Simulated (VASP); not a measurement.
# S (P6/mmm) in VASP: notebook

Runs on S. Level: PBEsol. Tasks: single point, relaxation of cell and atoms.

Program: VASP 6.6.1. These are calculated values, not measurements. Logs are shortened: lines on timing, memory, paths and dates and some standing lists are left out, and cuts for length are marked.

## (1) The cell of the first run

The structure is hexagonal, space group P6/mmm (No. 191). Conventional cell: a = 5.996 Å, b = 5.996 Å, c = 2.108 Å, α = 90.00°, β = 90.00°, γ = 120.00°. Within 2.8 Å of S (site symmetry 6/mmm) lie 2 S at 2.11 Å. S (site symmetry -6m2) has 2 S at 2.11 Å within 2.8 Å.

## (2) Single point, PBEsol

INCAR

```
SYSTEM = S
PREC = Accurate
ENCUT = 520
EDIFF = 1E-6
ISMEAR = 0
SIGMA = 0.1
LREAL = .False.
LASPH = .True.
NELM = 60
ALGO = Normal
ISIF = 2
LWAVE = .False.
LCHARG = .False.
GGA = PS
NBANDS = 16
```

KPOINTS

```
Automatic mesh
0
Gamma
  6 6 6
  0 0 0
```

POSCAR

```
S
1.0
    5.9964456242      0.0000000000      0.0000000000
   -2.9982228121      5.1930742430      0.0000000000
    0.0000000000      0.0000000000      2.1079535342
S
3
Direct
    0.0000000000      0.0000000000      0.0000000000
    0.3333333333      0.6666666667      0.5000000000
    0.6666666667      0.3333333333      0.5000000000
```

Potentials or basis: VASP PAW PBE potentials, release 64 (S).

Command:

```bash
$ cat potpaw_PBE.64/S/POTCAR > POTCAR
$ mpirun -np 1 vasp_std > vasp.out
```

OUTCAR:

```text
SYSTEM = S
   PREC = Accurate
   ENCUT = 520
   EDIFF = 1E-6
   ISMEAR = 0
   LREAL = .False.
   LASPH = .True.
   NELM = 60
   ISIF = 2
   GGA = PS

 ion  position               nearest neighbor table
   1  0.000  0.000  0.000-
   2  0.333  0.667  0.500-
   3  0.667  0.333  0.500-

  LATTYP: Found a hexagonal cell.
 ALAT       =     5.9964456242
 C/A-ratio  =     0.3515338363

  Lattice vectors:

 A1 = (   5.9964456242,   0.0000000000,   0.0000000000)
 A2 = (  -2.9982228121,   5.1930742430,   0.0000000000)
 A3 = (   0.0000000000,   0.0000000000,   2.1079535342)

Analysis of symmetry for initial positions (statically):
=====================================================================
 Subroutine PRICEL returns:
 Original cell was already a primitive cell.

 Routine SETGRP: Setting up the symmetry group for a
 hexagonal supercell.

 Subroutine GETGRP returns: Found 24 space group operations
 (whereof 24 operations were pure point group operations)
 out of a pool of 24 trial point group operations.

The static configuration has the point symmetry D_6h.

Analysis of symmetry for dynamics (positions and initial velocities):
=====================================================================
 Subroutine PRICEL returns:
 Original cell was already a primitive cell.

 Routine SETGRP: Setting up the symmetry group for a
 hexagonal supercell.

 Subroutine GETGRP returns: Found 24 space group operations
 (whereof 24 operations were pure point group operations)
 out of a pool of 24 trial point group operations.

The dynamic configuration has the point symmetry D_6h.

 Subroutine INISYM returns: Found 24 space group operations
 (whereof 24 operations are pure point group operations),
 and found     1 'primitive' translations

----------------------------------------------------------------------------------------

                                     Primitive cell

  volume of cell :      65.6416

  direct lattice vectors                    reciprocal lattice vectors
     5.996445624  0.000000000  0.000000000     0.166765458  0.096282082  0.000000000
    -2.998222812  5.193074243  0.000000000     0.000000000  0.192564164  0.000000000
     0.000000000  0.000000000  2.107953534     0.000000000  0.000000000  0.474393759

  length of vectors
     5.996445624  5.996445624  2.107953534     0.192564164  0.192564164  0.474393759

  position of ions in fractional coordinates (direct lattice)
     0.000000000  0.000000000  0.000000000
     0.333333333  0.666666667  0.500000000
     0.666666667  0.333333333  0.500000000

  ion indices of the primitive-cell ions
   primitive index   ion index
                 1           1
                 2           2
                 3           3

----------------------------------------------------------------------------------------

 KPOINTS: Automatic mesh

Automatic generation of k-mesh.
 Grid dimensions read from file:
 generate k-points for:    6    6    6

 Generating k-lattice:

  Cartesian coordinates                     Fractional coordinates (reciprocal lattice)
     0.027794243  0.016047014  0.000000000     0.166666667 -0.000000000  0.000000000
     0.000000000  0.032094027  0.000000000     0.000000000  0.166666667  0.000000000
     0.000000000  0.000000000  0.079065626     0.000000000  0.000000000  0.166666667

  Length of vectors
     0.032094027  0.032094027  0.079065626

  Shift w.r.t. Gamma in fractional coordinates (k-lattice)
     0.000000000  0.000000000  0.000000000

 Subroutine IBZKPT returns following result:
 ===========================================

 Found     28 irreducible k-points:

 Following reciprocal coordinates:
            Coordinates               Weight
  0.000000  0.000000  0.000000      1.000000
  0.166667  0.000000  0.000000      6.000000
  0.333333  0.000000  0.000000      6.000000
  0.500000  0.000000  0.000000      3.000000
  0.166667  0.166667  0.000000      6.000000
  0.333333  0.166667  0.000000     12.000000
[... 16 lines left out ...]
  0.166667  0.000000  0.500000      6.000000
  0.333333  0.000000  0.500000      6.000000
 [... further k-points ...]
   k-points           NKPTS =     28   k-points in BZ     NKDIM =     28   number of bands    NBANDS=     16
   number of dos      NEDOS =    301   number of ions     NIONS =      3
   total plane-waves  NPLWV =  36864
   dimension x,y,z NGX =    48 NGY =   48 NGZ =   16
   dimension x,y,z NGXF=    96 NGYF=   96 NGZF=   32
   ions per type =               3
   NGX,Y,Z   is equivalent  to a cutoff of  13.31, 13.31, 12.62 a.u.
   NGXF,Y,Z  is equivalent  to a cutoff of  26.62, 26.62, 25.24 a.u.
 SYSTEM =  S
   PREC   = accura    normal or accurate (medium, high low for compatibility)
   ISTART =      0    job   : 0-new  1-cont  2-samecut
   ICHARG =      2    charge: 1-file 2-atom 10-const
   ISPIN  =      1    spin polarized calculation?
   LNONCOLLINEAR =      F non collinear calculations
   LSORBIT =      F    spin-orbit coupling
   LASPH  =      T    aspherical Exc in radial PAW
   ENCUT  =  520.0 eV  38.22 Ry    6.18 a.u.  11.15 11.15  3.92*2*pi/ulx,y,z
   NELM   =     60;   NELMIN=  2; NELMDL= -5     # of ELM steps
   EDIFF  = 0.1E-05   stopping-criterion for ELM
   LREAL  =      F    real-space projection
   EDIFFG = 0.1E-04   stopping-criterion for IOM
   NSW    =      0    number of steps for IOM
   IBRION =     -1    ionic relax: 0-MD 1-quasi-New 2-CG
   NFREE  =      0    steps in history (QN), initial steepest desc. (CG)
   ISIF   =      2    stress and relaxation
   ISYM   =      2    0-nonsym 1-usesym 2-fastsym
   POTIM  = 0.5000    time-step for ionic-motion
   TEBEG  =    0.0;   TEEND  =   0.0 temperature during run
   PSTRESS=    0.0 pullay stress
   NELECT =      18.0000    total number of electrons
   NUPDOWN=      -1.0000    fix difference up-down
   EMIN   =  10.00;   EMAX   =-10.00  energy-range for DOS
   EFERMI =   0.00;   METHOD = LEGACY
   ISMEAR =     0;   SIGMA  =   0.10  broadening in eV -4-tet -1-fermi 0-gaus
   EFERMI_NEDOS =   21; number of points for ismear=-14 and -15
   IALGO  =     38    algorithm
   IMIX   =      4    mixing-type and parameters
     AMIX     =   0.40;   BMIX     =  1.00
     AMIX_MAG =   1.60;   BMIX_MAG =  1.00
  volume/ion in A,a.u.               =      21.88       147.66
  Fermi-wavevector in a.u.,A,eV,Ry     =   1.063586  2.009886 15.391110  1.131215
  Thomas-Fermi vector in A             =   2.199076
   LORBIT       =      0    0 simple, 1 ext, 2 COOP (PROOUT), +10 PAW based schemes
   GGA     = PS    functional components
   LHFCALC =     F    Hartree Fock is set to
   AEXX    =    0.0000 exact exchange contribution
   IVDW    =     0    specifies the selected vdW correction
   LEPSILON=     F    determine dielectric tensor
   LRPA    =     F    only Hartree local field effects (RPA)
 non-spin polarized calculation
 Gauss-broadening in eV      SIGMA  =   0.10
  energy-cutoff  :      520.00
  volume of cell :       65.64
 maximum number of plane-waves:      1797
 NGX is ok and might be reduce to    48
   NGX = 23   NGY = 23   NGZ =  7

 number of electron      18.0000003 magnetization

 Free energy of the ion-electron system (eV)
  ---------------------------------------------------
  ext. energy  EPLUGINS =         0.00000000
  ---------------------------------------------------
  free energy    TOTEN  =       -11.64541849 eV

  energy without entropy =      -11.63209238  energy(sigma->0) =      -11.63875543

 E-fermi :   3.4029     XC(G=0):  -9.4317

 val. band max:        3.3769050030   @ k =   0.5000   0.0000   0.3333
 cond. band min:       3.4151188991   @ k =   0.5000   0.0000   0.3333
 fundamental gap:      0.0382138962
 Fermi energy:         3.4028915479

 k-point     1 :       0.0000    0.0000    0.0000
  band No.  band energies     occupation
      1     -12.5748      2.00000
      2     -11.7817      2.00000
      3     -11.7276      2.00000
      4      -1.3332      2.00000
      5      -1.3332      2.00000
      6      -1.2847      2.00000
[... 8 lines left out ...]
     15      12.6687      0.00000
     16      12.6687      0.00000

 k-point     2 :       0.1667    0.0000    0.0000
  band No.  band energies     occupation
      1     -12.5188      2.00000
      2     -11.8192      2.00000
      3     -11.7626      2.00000
      4      -1.7798      2.00000
      5      -1.6403      2.00000
      6      -0.7125      2.00000
[... 8 lines left out ...]
     15      12.8189      0.00000
     16      13.9003      0.00000

 k-point     3 :       0.3333    0.0000    0.0000
  band No.  band energies     occupation
      1     -12.3647      2.00000
      2     -11.9454      2.00000
      3     -11.8240      2.00000
      4      -2.0777      2.00000
      5      -1.5018      2.00000
      6      -0.0654      2.00000
[... 8 lines left out ...]
     15      13.9068      0.00000
     16      13.9545      0.00000

 k-point     4 :       0.5000    0.0000    0.0000
  band No.  band energies     occupation
      1     -12.1754      2.00000
      2     -12.1272      2.00000
      3     -11.8485      2.00000
      4      -2.1796      2.00000
      5      -0.9402      2.00000
      6      -0.8971      2.00000
[... 8 lines left out ...]
     15      14.0017      0.00000
     16      14.0389      0.00000
[... 324 lines left out ...]
 k-point    22 :       0.0000    0.0000    0.5000
  band No.  band energies     occupation
      1      -5.2053      2.00000
      2      -4.9252      2.00000
      3      -4.4782      2.00000
      4      -4.2010      2.00000
      5      -4.0702      2.00000
      6      -4.0593      2.00000
[... 8 lines left out ...]
     15      10.8990      0.00000
     16      10.8990      0.00000

 k-point    23 :       0.1667    0.0000    0.5000
  band No.  band energies     occupation
      1      -5.1572      2.00000
      2      -4.8889      2.00000
      3      -4.5202      2.00000
      4      -4.2252      2.00000
      5      -4.0925      2.00000
      6      -4.0812      2.00000
[... 8 lines left out ...]
     15      10.8110      0.00000
     16      10.9181      0.00000

 k-point    24 :       0.3333    0.0000    0.5000
  band No.  band energies     occupation
      1      -5.0310      2.00000
      2      -4.8025      2.00000
      3      -4.6305      2.00000
      4      -4.2821      2.00000
      5      -4.1423      2.00000
      6      -4.1291      2.00000
[... 8 lines left out ...]
     15      10.7749      0.00000
     16      10.9574      0.00000

 [... further k-points ...]
[... 5 lines left out ...]
  --------------------------------------------------------------------------------------
  -------------------------------------------------------------------------------------
  Total        0.0135787      0.0135787      0.1489347      0.0000000      0.0000000      0.0000000
  in kB        0.3314279      0.3314279      3.6351886      0.0000000      0.0000000      0.0000000
  external PRESSURE =       1.4326815 kB  Pullay stress =       0.0000000 kB

 VOLUME and BASIS-vectors are now :
 -----------------------------------------------------------------------------
  energy-cutoff  :      520.00
  volume of cell :       65.64
      direct lattice vectors                 reciprocal lattice vectors
     5.996445624  0.000000000  0.000000000     0.166765458  0.096282082  0.000000000
    -2.998222812  5.193074243  0.000000000     0.000000000  0.192564164  0.000000000
     0.000000000  0.000000000  2.107953534     0.000000000  0.000000000  0.474393759

 POSITION                                       TOTAL-FORCE (eV/Angst)
 -----------------------------------------------------------------------------------
      0.00000      0.00000      0.00000        -0.000000      0.000000      0.000000
     -0.00000      3.46205      1.05398        -0.000000      0.000000      0.000000
      2.99822      1.73102      1.05398         0.000000     -0.000000     -0.000000
 -----------------------------------------------------------------------------------
    total drift:                               -0.000000      0.000000     -0.000000

  FREE ENERGIE OF THE ION-ELECTRON SYSTEM (eV)
  ---------------------------------------------------
  free  energy   TOTEN  =       -11.6454184854 eV

  energy  without entropy=      -11.6320923764  energy(sigma->0) =      -11.63875543
```

Wall time 26 s (1 thread of Intel Xeon Platinum 8375C at 2.90GHz (Ice Lake), shared host); peak memory 0.18 GiB.

Results:

```
Free energy            : -11.6454 eV
Pressure               : 0.1 GPa
Band gap on the k mesh : zero (band 9 reaches 4.58 eV, above the bottom of band 10 at 1.87 eV)
```

Levels at points of the mesh, in eV from the Fermi level:
| k point | band 5 | band 6 | band 7 | band 8 | band 9 | band 10 | band 11 | band 12 | band 13 | band 14 |
| --- | --- | --- | --- | --- | --- | --- | --- | --- | --- | --- |
| (0.00, 0.00, 0.00) | -4.74 | -4.69 | -4.69 | -2.05 | -2.05 | 4.24 | 9.07 | 9.07 | 9.26 | 9.26 |
| (0.50, 0.00, 0.00) | -4.34 | -4.30 | -2.89 | -2.85 | -2.85 | 5.06 | 7.08 | 7.12 | 7.43 | 7.45 |
| (0.00, 0.00, 0.50) | -7.47 | -7.46 | 0.60 | 0.60 | 1.17 | 1.17 | 1.67 | 1.67 | 6.22 | 6.22 |
| (0.50, 0.00, 0.50) | -7.57 | -7.56 | 0.39 | 0.91 | 1.11 | 1.26 | 1.56 | 1.97 | 6.61 | 6.67 |

Caveat: the k points lie up to 0.50 Å⁻¹ apart; the PAW data sets were made with another functional, which shifts forces and pressure a little.

## (3) Relaxation of cell and atoms, PBEsol

This run uses another cell than the first one, of 32.18 Å³/atom, 1.471 times its volume.

INCAR

```
SYSTEM = S
  ALGO = Normal
  EDIFF = 1E-6
  EDIFFG = -0.04
  ENCUT = 600
  GGA = PS
  IBRION = 2
  ISIF = 3
  ISMEAR = 0
  LASPH = .TRUE.
  LCHARG = .FALSE.
  LREAL = .FALSE.
  LWAVE = .FALSE.
  NELM = 80
  NSW = 90
  PREC = Accurate
  SIGMA = 0.1
```

KPOINTS

```
k-points
0
G
  6 6 6
  0 0 0
```

POSCAR

```
S
1.0
    5.6656459624      0.0000000000      0.0000000000
   -2.8328229812      4.9065933323      0.0000000000
    0.0000000000      0.0000000000      3.4732873074
S
3
Direct
    0.0000000000      0.0000000000      0.0000000000
    0.3333333333      0.6666666667      0.5000000000
    0.6666666667      0.3333333333      0.5000000000
```

Potentials or basis: VASP PAW PBE potentials, release 64 (S).

Command:

```bash
$ cat potpaw_PBE.64/S/POTCAR > POTCAR
$ mpirun -np 1 vasp_std > vasp.out
```

Wall time 7 min (1 thread of Intel Xeon 6975P-C (Granite Rapids), shared host); peak memory 0.25 GiB.

It converged, with:

- Free energy: -11.6471 eV
- Relaxed volume: 21.99 Å³/atom
- Relaxed cell: a = 6.010 Å, b = 6.010 Å, c = 2.109 Å, α = 90.00°, β = 90.00°, γ = 120.00°
- Space group after relaxing (to 0.05 Å): P6/mmm (No. 191)
- Energy gained by relaxing: 1858.5 meV/atom
- Ionic steps: 38
- Pressure after relaxing: 0.1 GPa
- Band gap on the k mesh: zero (band 9 reaches 4.53 eV, above the bottom of band 10 at 1.84 eV)

Stress tensor (GPa, compression positive):
```
-0.05  0.00  0.00
 0.00 -0.05  0.00
 0.00  0.00  0.28
```

The path:
| step | energy change (eV) | largest force (eV/Å) | pressure (GPa) | volume (Å³) |
| --- | --- | --- | --- | --- |
| 1 | 0.0000 | 0.0000 | -12.52 | 96.55 |
| 2 | -2.8532 | 0.0000 | -15.70 | 65.49 |
| 3 | 40.2659 | 0.0000 | 1230.74 | 13.13 |
| 4 | -3.3064 | 0.0000 | -14.78 | 60.75 |
| 5 | -3.1850 | 0.0000 | 40.08 | 35.30 |
| 6 | -4.1239 | 0.0000 | -7.21 | 49.78 |
| 7 | -4.2187 | 0.0000 | 2.19 | 44.55 |
| 8 | -4.2256 | 0.0000 | -0.21 | 45.65 |
| 9 | -4.2359 | 0.0000 | -0.29 | 45.58 |
| 10 | -4.2903 | 0.0000 | -0.39 | 45.35 |
| 11 | -4.4100 | 0.0000 | 0.90 | 44.74 |
| 12 | -4.7861 | 0.0000 | 11.80 | 42.92 |
| 13 | 8.5456 | 0.0000 | 186.92 | 36.67 |
| 14 | -4.7957 | 0.0000 | 12.98 | 42.79 |
| 15 | -4.7940 | 0.0000 | 14.24 | 42.68 |
| 16 | -4.7942 | 0.0000 | 14.30 | 42.68 |
| 17 | -4.7947 | 0.0000 | 14.46 | 42.68 |
| 18 | -4.7952 | 0.0000 | 14.79 | 42.68 |
| 19 | -4.7959 | 0.0000 | 14.79 | 42.69 |
| 20 | -4.7982 | 0.0000 | 14.72 | 42.71 |
| 21 | -4.8026 | 0.0000 | 14.59 | 42.76 |
| 22 | -4.8114 | 0.0000 | 14.32 | 42.86 |
| 23 | -4.8287 | 0.0000 | 13.81 | 43.05 |
| 24 | -4.8617 | 0.0000 | 12.81 | 43.45 |
| 25 | -4.9227 | 0.0000 | 10.93 | 44.24 |
| 26 | -5.0249 | 0.0000 | 7.54 | 45.85 |
| 27 | -5.1591 | 0.0000 | 2.14 | 49.17 |
| 28 | -5.2355 | 0.0000 | -4.73 | 56.24 |
| 29 | -5.3136 | 0.0000 | -4.40 | 57.35 |
| 30 | -5.4713 | 0.0000 | -2.91 | 60.66 |
| 31 | -5.5312 | 0.0000 | 2.66 | 67.19 |
| 32 | -5.5545 | 0.0000 | -0.76 | 63.53 |
| 33 | -5.5736 | 0.0000 | 0.82 | 65.37 |
| 34 | -5.5747 | 0.0000 | 0.50 | 65.03 |
| 35 | -5.5753 | 0.0000 | 0.35 | 65.33 |
| 36 | -5.5756 | 0.0000 | 0.15 | 65.75 |
| 37 | -5.5756 | 0.0000 | 0.10 | 65.87 |
| 38 | -5.5756 | 0.0000 | 0.06 | 65.96 |

Final structure:
```
S
1.0
     6.01016    0.00000    0.00000
    -3.00508    5.20495    0.00000
     0.00000    0.00000    2.10855
S
3
Direct
  0.00000 0.00000 0.00000
  0.33333 0.66667 0.50000
  0.66667 0.33333 0.50000
```

Levels at points of the mesh, in eV from the Fermi level:
| k point | band 7 | band 8 | band 9 | band 10 | band 11 | band 12 |
| --- | --- | --- | --- | --- | --- | --- |
| (0.00, 0.00, 0.00) | -4.67 | -2.06 | -2.06 | 4.23 | 10.48 | 10.71 |
| (0.50, 0.00, 0.00) | -2.88 | -2.85 | -2.85 | 5.07 | 7.06 | 7.10 |
| (0.00, 0.00, 0.50) | 0.62 | 0.62 | 1.18 | 1.18 | 1.67 | 1.67 |
| (0.50, 0.00, 0.50) | 0.41 | 0.92 | 1.12 | 1.27 | 1.56 | 1.97 |

Caveat: the volume moved by over 15 % at a fixed basis, so the end points are rough; the PAW data sets were made with another functional, which shifts forces and pressure a little.

## (4) Single point, PBEsol

This run uses another cell than the first one, of 22.94 Å³/atom, 1.049 times its volume.

INCAR

```
SYSTEM = S
  PREC = Accurate
  ENCUT = 520
  EDIFF = 1E-6
  ISMEAR = 0
  SIGMA = 0.1
  LREAL = .False.
  LASPH = .True.
  NELM = 100
  ALGO = Normal
  ISIF = 2
  LWAVE = .False.
  LCHARG = .False.
  GGA = PS
  NBANDS = 16
```

KPOINTS

```
Automatic mesh
0
Gamma
  9 9 22
  0 0 0
```

POSCAR

```
S
1.0
    6.1522967066      0.0000000000      0.0000000000
   -3.0761483533      5.3280452395      0.0000000000
    0.0000000000      0.0000000000      2.0997326049
S
3
Direct
    0.0000000000      0.0000000000      0.0000000000
    0.3333333333      0.6666666667      0.5000000000
    0.6666666667      0.3333333333      0.5000000000
```

Command:

```bash
$ cat potpaw_PBE.64/S/POTCAR > POTCAR
$ mpirun -np 1 vasp_std > vasp.out
```

Run time: 61 s. Hardware: 1 thread of Intel Xeon Platinum 8559C (Emerald Rapids), shared host; peak memory 0.24 GiB.

The run converged. Its results:

```yaml
Free_energy: -11.1551 eV
Pressure: -0.2 GPa
Band_gap_on_the_k_mesh: zero (band 9 reaches 4.20 eV, above the bottom of band 10 at 1.39 eV)
```

Stress tensor (GPa, compression positive):
```
-0.03  0.00  0.00
 0.00 -0.03  0.00
 0.00  0.00 -0.39
```

Levels at points of the mesh, in eV from the Fermi level:
```csv
k point,band 6,band 7,band 8,band 9,band 10,band 11,band 12,band 13
"(0.00, 0.00, 0.00)",-4.72,-4.72,-2.42,-2.42,3.92,8.78,8.78,8.79
"(0.00, 0.00, 0.50)",-7.69,0.67,0.67,1.12,1.12,1.61,1.61,6.26
```

Caveat: the PAW data sets were made with another functional, which shifts forces and pressure a little.

## (5) The runs side by side

```csv
task,cell,k mesh,cutoff (eV),gap on the mesh (eV),pressure (GPa)
single point,"a = 5.996, b = 5.996, c = 2.108 Å, angles 90.0, 90.0, 120.0°, 3 atoms",6 × 6 × 6,520,none,0.1
relaxation of cell and atoms,"relaxed from a = 5.666, b = 5.666, c = 3.473 Å, angles 90.0, 90.0, 120.0°, 3 atoms",6 × 6 × 6,600,none,0.1
single point,"a = 6.152, b = 6.152, c = 2.100 Å, angles 90.0, 90.0, 120.0°, 3 atoms",9 × 9 × 22,520,none,-0.2
```

Alike in all rows: level PBEsol; potentials or basis VASP PAW PBE potentials, release 64 (S); no spin polarisation; smearing gaussian 0.1 eV.

Caveats: some runs use coarse meshes; the PAW data sets were made with another functional, which shifts forces and pressure a little; the volume moved by over 15 % at a fixed basis, so the end points are rough (some runs).

Absolute energies hang on the potentials; compare differences alone.
